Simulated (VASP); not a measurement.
# BiTe (Fm-3m) in VASP: further runs

BiTe is run at these levels: PBEsol+D4, RPBE+D3(BJ), RPBE+D4; tasks: relaxation of cell and atoms.

Everything below comes from runs of VASP 6.6.1. Logs are shortened: lines on timing, memory, paths and dates and some standing lists are left out, and cuts for length are marked.

### 1 The cell of the first run

Symmetry: Fm-3m, No. 225, cubic system. The conventional cell has a = 6.470 Å, b = 6.470 Å, c = 6.470 Å, α = 90.00°, β = 90.00°, γ = 90.00°. Within 4.3 Å of Bi (site symmetry m-3m) lie 6 Te at 3.23 Å. Te (site symmetry m-3m) has 6 Bi at 3.23 Å within 4.3 Å.

### 2 Relaxation of cell and atoms, PBEsol+D4

The input, INCAR:

```
SYSTEM = BiTe
ALGO = Normal ; EDIFF = 1E-6
EDIFFG = -0.01 ; ENCUT = 600
GGA = PS ; IBRION = 2
ISIF = 3 ; ISMEAR = -1
IVDW = 13 ; LASPH = .True.
LCHARG = .False. ; LREAL = .False.
LWAVE = .False. ; NELM = 60
NSW = 60 ; PREC = Accurate
SIGMA = 0.05
```

The input, KPOINTS:

```
k-points
0
Gamma
  7 7 7
  0 0 0
```

The input, POSCAR:

```
BiTe
1.0
    0.0000000000      3.2350000000      3.2350000000
    3.2350000000      0.0000000000      3.2350000000
    3.2350000000      3.2350000000      0.0000000000
Bi Te
1 1
Direct
    0.0000000000      0.0000000000      0.0000000000
    0.5000000000      0.5000000000      0.5000000000
```

Potentials or basis: VASP PAW PBE potentials, release 64 (Bi_d, Te).

On the command line:

```bash
$ cat potpaw_PBE.64/Bi_d/POTCAR potpaw_PBE.64/Te/POTCAR > POTCAR
$ mpirun -np 1 vasp_std > vasp.out
```

OUTCAR:

```text
SYSTEM = BiTe
   EDIFF = 1E-6
   EDIFFG = -0.01
   ENCUT = 600
   GGA = PS
   IBRION = 2
   ISIF = 3
   ISMEAR = -1
   IVDW = 13
   LASPH = .True.
   LREAL = .False.
   NELM = 60
   NSW = 60
   PREC = Accurate

 ion  position               nearest neighbor table
   1  0.000  0.000  0.000-   2 3.23   2 3.23   2 3.23   2 3.23   2 3.23   2 3.23
   2  0.500  0.500  0.500-   1 3.23   1 3.23   1 3.23   1 3.23   1 3.23   1 3.23

  LATTYP: Found a face centered cubic cell.
 ALAT       =     6.4700000000

  Lattice vectors:

 A1 = (   0.0000000000,   3.2350000000,   3.2350000000)
 A2 = (   3.2350000000,   0.0000000000,   3.2350000000)
 A3 = (   3.2350000000,   3.2350000000,   0.0000000000)

Analysis of symmetry for initial positions (statically):
=====================================================================
 Subroutine PRICEL returns:
 Original cell was already a primitive cell.

 Routine SETGRP: Setting up the symmetry group for a
 face centered cubic supercell.

 Subroutine GETGRP returns: Found 48 space group operations
 (whereof 48 operations were pure point group operations)
 out of a pool of 48 trial point group operations.

The static configuration has the point symmetry O_h .

Analysis of symmetry for dynamics (positions and initial velocities):
=====================================================================
 Subroutine PRICEL returns:
 Original cell was already a primitive cell.

 Routine SETGRP: Setting up the symmetry group for a
 face centered cubic supercell.

 Subroutine GETGRP returns: Found 48 space group operations
 (whereof 48 operations were pure point group operations)
 out of a pool of 48 trial point group operations.

The dynamic configuration has the point symmetry O_h .

 Subroutine INISYM returns: Found 48 space group operations
 (whereof 48 operations are pure point group operations),
 and found     1 'primitive' translations

----------------------------------------------------------------------------------------

                                     Primitive cell

  volume of cell :      67.7100

  direct lattice vectors                    reciprocal lattice vectors
     0.000000000  3.235000000  3.235000000    -0.154559505  0.154559505  0.154559505
     3.235000000  0.000000000  3.235000000     0.154559505 -0.154559505  0.154559505
     3.235000000  3.235000000  0.000000000     0.154559505  0.154559505 -0.154559505

  length of vectors
     4.574980874  4.574980874  4.574980874     0.267704916  0.267704916  0.267704916

  position of ions in fractional coordinates (direct lattice)
     0.000000000  0.000000000  0.000000000
     0.500000000  0.500000000  0.500000000

  ion indices of the primitive-cell ions
   primitive index   ion index
                 1           1
                 2           2

----------------------------------------------------------------------------------------

 KPOINTS: k-points

Automatic generation of k-mesh.
 Grid dimensions read from file:
 generate k-points for:    7    7    7

 Generating k-lattice:

  Cartesian coordinates                     Fractional coordinates (reciprocal lattice)
    -0.022079929  0.022079929  0.022079929     0.142857143  0.000000000  0.000000000
     0.022079929 -0.022079929  0.022079929     0.000000000  0.142857143  0.000000000
     0.022079929  0.022079929 -0.022079929     0.000000000  0.000000000  0.142857143

  Length of vectors
     0.038243559  0.038243559  0.038243559

  Shift w.r.t. Gamma in fractional coordinates (k-lattice)
     0.000000000  0.000000000  0.000000000

 Subroutine IBZKPT returns following result:
 ===========================================

 Found     20 irreducible k-points:

 Following reciprocal coordinates:
            Coordinates               Weight
  0.000000  0.000000  0.000000      1.000000
  0.142857  0.000000  0.000000      8.000000
  0.285714  0.000000  0.000000      8.000000
  0.428571  0.000000  0.000000      8.000000
  0.142857  0.142857  0.000000      6.000000
  0.285714  0.142857  0.000000     24.000000
[... 12 lines left out ...]
 -0.428571  0.428571  0.142857     24.000000
 -0.285714  0.428571  0.142857     24.000000
   k-points           NKPTS =     20   k-points in BZ     NKDIM =     20   number of bands    NBANDS=     14
   number of dos      NEDOS =    301   number of ions     NIONS =      2
   total plane-waves  NPLWV =  64000
   dimension x,y,z NGX =    40 NGY =   40 NGZ =   40
   dimension x,y,z NGXF=    80 NGYF=   80 NGZF=   80
   ions per type =               1   1
   NGX,Y,Z   is equivalent  to a cutoff of  14.54, 14.54, 14.54 a.u.
   NGXF,Y,Z  is equivalent  to a cutoff of  29.07, 29.07, 29.07 a.u.
 SYSTEM =  BiTe
   PREC   = accura    normal or accurate (medium, high low for compatibility)
   ISTART =      0    job   : 0-new  1-cont  2-samecut
   ICHARG =      2    charge: 1-file 2-atom 10-const
   ISPIN  =      1    spin polarized calculation?
   LNONCOLLINEAR =      F non collinear calculations
   LSORBIT =      F    spin-orbit coupling
   LASPH  =      T    aspherical Exc in radial PAW
   ENCUT  =  600.0 eV  44.10 Ry    6.64 a.u.   9.14  9.14  9.14*2*pi/ulx,y,z
   NELM   =     60;   NELMIN=  2; NELMDL= -5     # of ELM steps
   EDIFF  = 0.1E-05   stopping-criterion for ELM
   LREAL  =      F    real-space projection
   EDIFFG = -.1E-01   stopping-criterion for IOM
   NSW    =     60    number of steps for IOM
   IBRION =      2    ionic relax: 0-MD 1-quasi-New 2-CG
   NFREE  =      1    steps in history (QN), initial steepest desc. (CG)
   ISIF   =      3    stress and relaxation
   ISYM   =      2    0-nonsym 1-usesym 2-fastsym
   POTIM  = 0.5000    time-step for ionic-motion
   TEBEG  =    0.0;   TEEND  =   0.0 temperature during run
   PSTRESS=    0.0 pullay stress
   NELECT =      21.0000    total number of electrons
   NUPDOWN=      -1.0000    fix difference up-down
   EMIN   =  10.00;   EMAX   =-10.00  energy-range for DOS
   EFERMI =   0.00;   METHOD = LEGACY
   ISMEAR =    -1;   SIGMA  =   0.05  broadening in eV -4-tet -1-fermi 0-gaus
   EFERMI_NEDOS =   21; number of points for ismear=-14 and -15
   IALGO  =     38    algorithm
   IMIX   =      4    mixing-type and parameters
     AMIX     =   0.40;   BMIX     =  1.00
     AMIX_MAG =   1.60;   BMIX_MAG =  1.00
  volume/ion in A,a.u.               =      33.86       228.46
  Fermi-wavevector in a.u.,A,eV,Ry     =   1.108146  2.094092 16.707785  1.227988
  Thomas-Fermi vector in A             =   2.244669
   LORBIT       =      0    0 simple, 1 ext, 2 COOP (PROOUT), +10 PAW based schemes
   GGA     = PS    functional components
   LHFCALC =     F    Hartree Fock is set to
   AEXX    =    0.0000 exact exchange contribution
   IVDW    =    13    specifies the selected vdW correction
   LEPSILON=     F    determine dielectric tensor
   LRPA    =     F    only Hartree local field effects (RPA)
 conjugate gradient relaxation of ions
 non-spin polarized calculation
  energy-cutoff  :      600.00
  volume of cell :       67.71
 maximum number of plane-waves:      2281
 NGX is ok and might be reduce to    40
   NGX = 19   NGY = 19   NGZ = 19

--------------------------------------- Ionic step        1  -------------------------------------------

 number of electron      21.0000002 magnetization

 Free energy of the ion-electron system (eV)
  ---------------------------------------------------
  ext. energy  EPLUGINS =         0.00000000
  ---------------------------------------------------
  free energy    TOTEN  =        -7.95939903 eV

  energy without entropy =       -7.93797137  energy(sigma->0) =       -7.94868520

------------------------ aborting loop because EDIFF is reached ----------------------------------------

  DFT-D4 for vdW energy calculation

  Edisp (eV):   -0.56835

  FORCE on cell =-STRESS in cart. coord.  units (eV):
  Direction    XX          YY          ZZ          XY          YZ          ZX
  --------------------------------------------------------------------------------------
  -------------------------------------------------------------------------------------
  Total      -1.17639    -1.17639    -1.17639     0.00000     0.00000    -0.00000
  in kB     -27.83606   -27.83606   -27.83606     0.00000     0.00000    -0.00000
  external pressure =      -27.84 kB  Pullay stress =        0.00 kB

 VOLUME and BASIS-vectors are now :
 -----------------------------------------------------------------------------
  energy-cutoff  :      600.00
  volume of cell :       67.71
      direct lattice vectors                 reciprocal lattice vectors
     0.000000000  3.235000000  3.235000000    -0.154559505  0.154559505  0.154559505
     3.235000000  0.000000000  3.235000000     0.154559505 -0.154559505  0.154559505
     3.235000000  3.235000000  0.000000000     0.154559505  0.154559505 -0.154559505
[... 41 lines left out ...]
 POSITION                                       TOTAL-FORCE (eV/Angst)
 -----------------------------------------------------------------------------------
      3.14320      0.00000      3.14320         0.000000      0.000000     -0.000000
      3.14320      3.14320      3.14320        -0.000000     -0.000000      0.000000
 -----------------------------------------------------------------------------------
    total drift:                                0.000000     -0.000000     -0.000000

  FREE ENERGIE OF THE ION-ELECTRON SYSTEM (eV)
  ---------------------------------------------------
  free  energy   TOTEN  =        -8.5504777256 eV

  energy  without entropy=       -8.5290724967  energy(sigma->0) =       -8.53977511

--------------------------------------- Ionic step        3  -------------------------------------------

 number of electron      20.9999999 magnetization

 Free energy of the ion-electron system (eV)
  ---------------------------------------------------
  ext. energy  EPLUGINS =         0.00000000
  ---------------------------------------------------
  free energy    TOTEN  =        -7.96284282 eV

  energy without entropy =       -7.94096089  energy(sigma->0) =       -7.95190186

 E-fermi :   7.2250     XC(G=0):  -9.8401

 val. band max:        7.2169574668   @ k =   0.2857   0.1429   0.0000
 cond. band min:       7.2274907114   @ k =  -0.4286   0.1429   0.0000
 fundamental gap:      0.0105332446
 Fermi energy:         7.2250264142

 k-point     1 :       0.0000    0.0000    0.0000
  band No.  band energies     occupation
      1     -15.9062      2.00000
      2     -15.9062      2.00000
      3     -15.8984      2.00000
      4     -15.8984      2.00000
      5     -15.8984      2.00000
      6      -6.7501      2.00000
      7      -0.7407      2.00000
      8       4.5043      2.00000
      9       4.5043      2.00000
     10       4.5043      2.00000
     11       9.4510      0.00000
     12       9.4510      0.00000
     13       9.4510      0.00000
     14      11.7325      0.00000

 k-point     2 :       0.1429    0.0000    0.0000
  band No.  band energies     occupation
      1     -15.9071      2.00000
      2     -15.9071      2.00000
      3     -15.8980      2.00000
      4     -15.8970      2.00000
      5     -15.8970      2.00000
      6      -6.5541      2.00000
      7      -1.2657      2.00000
      8       4.5665      2.00000
      9       4.5665      2.00000
     10       4.7285      2.00000
[... 334 lines left out ...]
 POSITION                                       TOTAL-FORCE (eV/Angst)
 -----------------------------------------------------------------------------------
      0.00000      0.00000      0.00000         0.000000      0.000000      0.000000
      3.17546      3.17546      3.17546        -0.000000     -0.000000     -0.000000
 -----------------------------------------------------------------------------------
    total drift:                                0.000000     -0.000000     -0.000000

  FREE ENERGIE OF THE ION-ELECTRON SYSTEM (eV)
  ---------------------------------------------------
  free  energy   TOTEN  =        -8.5613301038 eV

  energy  without entropy=       -8.5394481789  energy(sigma->0) =       -8.55038914

 reached required accuracy - stopping structural energy minimisation
```

Run time: 58 s. Hardware: 1 thread of Intel Xeon 6975P-C, shared host; peak memory 0.25 GiB.

Results:

- Free energy: -8.5613 eV
- Relaxed volume: 32.02 Å³/atom
- Relaxed cell: a = 4.491 Å, b = 4.491 Å, c = 4.491 Å, α = 60.00°, β = 60.00°, γ = 60.00°
- Space group after relaxing (to 0.05 Å): Fm-3m (No. 225)
- Energy gained by relaxing: 16.8 meV/atom
- Ionic steps: 3
- Pressure after relaxing: 0.0 GPa
- Dispersion energy per atom: -0.299 eV

Step by step:
| step | energy change (eV) | largest force (eV/Å) | pressure (GPa) | volume (Å³) |
| --- | --- | --- | --- | --- |
| 1 | 0.0000 | 0.0000 | -2.78 | 67.71 |
| 2 | -0.0227 | 0.0000 | 1.90 | 62.11 |
| 3 | -0.0336 | 0.0000 | 0.01 | 64.04 |

Final structure:
```xyz
2
Lattice="0.0000 3.1755 3.1755 3.1755 0.0000 3.1755 3.1755 3.1755 0.0000" Properties=species:S:1:pos:R:3 pbc="T T T"
Bi    0.0000    0.0000    0.0000
Te    3.1755    3.1755    3.1755
```

Caveat: the PAW data sets were made with another functional, which shifts forces and pressure a little; spin-orbit coupling is left out, which moves the levels of the heavy elements; pairwise dispersion overbinds metals, which lowers pressure and volume.

(Continued in part 2 of 2.)
